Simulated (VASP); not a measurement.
# PbSe (Clausthalite) (Fm-3m) in VASP: a series of runs, part 2 of 2

VASP 6.6.1.

**5. Single point, LDA**

This run uses another cell than the first one, of 28.67 Å³/atom, 1.064 times its volume.

Contents of INCAR:

```
SYSTEM = PbSe
PREC     = Accurate       ! precision mode
ENCUT    = 520            ! plane-wave cutoff, eV
EDIFF    = 1E-6           ! SCF threshold, eV
ISMEAR   = 0              ! smearing method
SIGMA    = 0.01           ! smearing width, eV
LREAL    = .False.        ! projectors in reciprocal space
LASPH    = .True.         ! aspherical terms in the spheres
NELM     = 100            ! most SCF steps
ALGO     = Normal         ! electronic algorithm
ISIF     = 2              ! what is computed and relaxed
LWAVE    = .False.        ! write WAVECAR
LCHARG   = .True.         ! write CHGCAR
GGA      = CA             ! functional
LELF     = .True.         ! ELF
LVHAR    = .True.       
NBANDS   = 17             ! bands
```

Contents of KPOINTS:

```
regular mesh
0
Gamma
  5 5 5
  0 0 0
```

Contents of POSCAR:

```
PbSe
1.0
    0.0000000000      3.0606500000      3.0606500000
    3.0606500000      0.0000000000      3.0606500000
    3.0606500000      3.0606500000      0.0000000000
Pb Se
1 1
Direct
    0.0000000000      0.0000000000      0.0000000000
    0.5000000000      0.5000000000      0.5000000000
```

Potentials or basis: VASP PAW LDA potentials, release 64 (Pb_d, Se).

Command:

```sh
cat potpaw_LDA.64/Pb_d/POTCAR potpaw_LDA.64/Se/POTCAR > POTCAR
mpirun -np 1 vasp_std > vasp.out
```

OUTCAR:

```text
SYSTEM = PbSe
   PREC = Accurate
   ENCUT = 520
   EDIFF = 1E-6
   ISMEAR = 0
   LREAL = .False.
   LASPH = .True.
   NELM = 100
   ISIF = 2
   GGA = CA

 ion  position               nearest neighbor table
   1  0.000  0.000  0.000-   2 3.06   2 3.06   2 3.06   2 3.06   2 3.06   2 3.06
   2  0.500  0.500  0.500-   1 3.06   1 3.06   1 3.06   1 3.06   1 3.06   1 3.06

  LATTYP: Found a face centered cubic cell.
 ALAT       =     6.1213000000

  Lattice vectors:

 A1 = (   0.0000000000,   3.0606500000,   3.0606500000)
 A2 = (   3.0606500000,   0.0000000000,   3.0606500000)
 A3 = (   3.0606500000,   3.0606500000,   0.0000000000)

Analysis of symmetry for initial positions (statically):
=====================================================================
 Subroutine PRICEL returns:
 Original cell was already a primitive cell.

 Routine SETGRP: Setting up the symmetry group for a
 face centered cubic supercell.

 Subroutine GETGRP returns: Found 48 space group operations
 (whereof 48 operations were pure point group operations)
 out of a pool of 48 trial point group operations.

The static configuration has the point symmetry O_h .

Analysis of symmetry for dynamics (positions and initial velocities):
=====================================================================
 Subroutine PRICEL returns:
 Original cell was already a primitive cell.

 Routine SETGRP: Setting up the symmetry group for a
 face centered cubic supercell.

 Subroutine GETGRP returns: Found 48 space group operations
 (whereof 48 operations were pure point group operations)
 out of a pool of 48 trial point group operations.

The dynamic configuration has the point symmetry O_h .

 Subroutine INISYM returns: Found 48 space group operations
 (whereof 48 operations are pure point group operations),
 and found     1 'primitive' translations

----------------------------------------------------------------------------------------

                                     Primitive cell
[... 94 lines left out ...]
   IMIX   =      4    mixing-type and parameters
     AMIX     =   0.40;   BMIX     =  1.00
     AMIX_MAG =   1.60;   BMIX_MAG =  1.00
  volume/ion in A,a.u.               =      28.67       193.48
  Fermi-wavevector in a.u.,A,eV,Ry     =   1.152377  2.177676 18.068159  1.327972
  Thomas-Fermi vector in A             =   2.289028
   LORBIT       =      0    0 simple, 1 ext, 2 COOP (PROOUT), +10 PAW based schemes
   GGA     = CA    functional components
   LHFCALC =     F    Hartree Fock is set to
   AEXX    =    0.0000 exact exchange contribution
   IVDW    =     0    specifies the selected vdW correction
   LEPSILON=     F    determine dielectric tensor
   LRPA    =     F    only Hartree local field effects (RPA)
 non-spin polarized calculation
 Gauss-broadening in eV      SIGMA  =   0.01
  energy-cutoff  :      520.00
  volume of cell :       57.34
 maximum number of plane-waves:      1554
   NGX = 17   NGY = 17   NGZ = 17

 number of electron      19.9999997 magnetization

 Free energy of the ion-electron system (eV)
  ---------------------------------------------------
  ext. energy  EPLUGINS =         0.00000000
  ---------------------------------------------------
  free energy    TOTEN  =        -9.45912523 eV

  energy without entropy =       -9.45912523  energy(sigma->0) =       -9.45912523

 E-fermi :   4.5792     XC(G=0):  -9.8478

 val. band max:        4.5124545139   @ k =  -0.2000   0.2000   0.0000
 cond. band min:       5.6228976623   @ k =   0.4000   0.0000   0.0000
 fundamental gap:      1.1104431483
 Fermi energy:         4.5792452320

 k-point     1 :       0.0000    0.0000    0.0000
  band No.  band energies     occupation
      1     -11.8777      2.00000
      2     -11.8777      2.00000
      3     -11.8753      2.00000
      4     -11.8753      2.00000
      5     -11.8753      2.00000
      6      -8.7127      2.00000
[... 177 lines left out ...]
      4     -11.8515      2.00000
      5     -11.8344      2.00000
      6      -7.3546      2.00000
[... 9 lines left out ...]
     16      16.1889      0.00000
     17      16.2695      0.00000

------------------------ aborting loop because EDIFF is reached ----------------------------------------

  FORCE on cell =-STRESS in cart. coord.  units (eV):
  Direction    XX          YY          ZZ          XY          YZ          ZX
  --------------------------------------------------------------------------------------
  -------------------------------------------------------------------------------------
  Total       -0.7888966     -0.7888966     -0.7888966      0.0000000      0.0000000     -0.0000000
  in kB      -22.0424391    -22.0424391    -22.0424391      0.0000000      0.0000000     -0.0000000
  external PRESSURE =     -22.0424391 kB  Pullay stress =       0.0000000 kB

 VOLUME and BASIS-vectors are now :
 -----------------------------------------------------------------------------
  energy-cutoff  :      520.00
  volume of cell :       57.34
      direct lattice vectors                 reciprocal lattice vectors
     0.000000000  3.060650000  3.060650000    -0.163363991  0.163363991  0.163363991
     3.060650000  0.000000000  3.060650000     0.163363991 -0.163363991  0.163363991
     3.060650000  3.060650000  0.000000000     0.163363991  0.163363991 -0.163363991

 POSITION                                       TOTAL-FORCE (eV/Angst)
 -----------------------------------------------------------------------------------
      0.00000      0.00000      0.00000        -0.000000     -0.000000      0.000000
      3.06065      3.06065      3.06065         0.000000      0.000000     -0.000000
 -----------------------------------------------------------------------------------
    total drift:                                0.000000     -0.000000     -0.000000

  FREE ENERGIE OF THE ION-ELECTRON SYSTEM (eV)
  ---------------------------------------------------
  free  energy   TOTEN  =        -9.4591252309 eV

  energy  without entropy=       -9.4591252309  energy(sigma->0) =       -9.45912523
```

OSZICAR:

```text
N       E                     dE             d eps       ncg     rms          rms(c)
DAV:   1     0.165114892764E+03    0.16511E+03   -0.94162E+03   340   0.119E+03
DAV:   2     0.181588626523E+01   -0.16330E+03   -0.15775E+03   374   0.320E+02
DAV:   3    -0.948017090179E+01   -0.11296E+02   -0.11242E+02   440   0.876E+01
DAV:   4    -0.973219262342E+01   -0.25202E+00   -0.25192E+00   415   0.148E+01
DAV:   5    -0.974266099532E+01   -0.10468E-01   -0.10468E-01   480   0.287E+00    0.282E+00
DAV:   6    -0.946994899886E+01    0.27271E+00   -0.69142E-01   517   0.581E+00    0.163E+00
DAV:   7    -0.946104891910E+01    0.89001E-02   -0.95957E-02   398   0.149E+00    0.852E-01
DAV:   8    -0.945949622167E+01    0.15527E-02   -0.98157E-03   404   0.967E-01    0.114E-01
DAV:   9    -0.945912094767E+01    0.37527E-03   -0.23886E-03   510   0.397E-01    0.441E-02
DAV:  10    -0.945912603492E+01   -0.50872E-05   -0.13534E-04   397   0.663E-02    0.148E-02
DAV:  11    -0.945912539235E+01    0.64257E-06   -0.11716E-05   471   0.301E-02    0.523E-03
DAV:  12    -0.945912523088E+01    0.16147E-06   -0.92843E-07   230   0.129E-02
   1 F= -.94591252E+01 E0= -.94591252E+01  d E =-.228992E-22
```

It took 4.5 s on 1 thread of Intel Xeon 6975P-C, shared host; peak memory 0.15 GiB.

What came out:

* Free energy: -9.4591 eV
* Pressure: -2.2 GPa

Levels at points of the mesh, in eV from the Fermi level:
| k point | band 8 | band 9 | band 10 | band 11 | band 12 | band 13 |
| --- | --- | --- | --- | --- | --- | --- |
| (0.00, 0.00, 0.00) | -1.55 | -1.55 | -1.55 | 4.93 | 4.93 | 4.93 |

Caveat: this odd mesh misses L, where the gap lies, so gap, dielectric constants and Born charges aren't listed; spin-orbit coupling is left out, which moves the levels of the heavy elements.

**6. Summary**

```csv
cell,pressure (GPa)
"a = 4.240 Å, angles 60.0°, 2 atoms",1.2
"a = 4.270 Å, angles 60.0°, 2 atoms",0.0
"a = 4.299 Å, angles 60.0°, 2 atoms",-1.2
"a = 4.328 Å, angles 60.0°, 2 atoms",-2.2
```

Alike in all rows: task single point; level LDA; potentials or basis VASP PAW LDA potentials, release 64 (Pb_d, Se); no spin polarisation; k mesh 5 × 5 × 5; cutoff (eV) 520; smearing gaussian 0.01 eV.

Caveats: spin-orbit coupling is left out, which moves the levels of the heavy elements.

Total energies depend on the potentials used, so only differences within one code and one set of settings carry meaning.
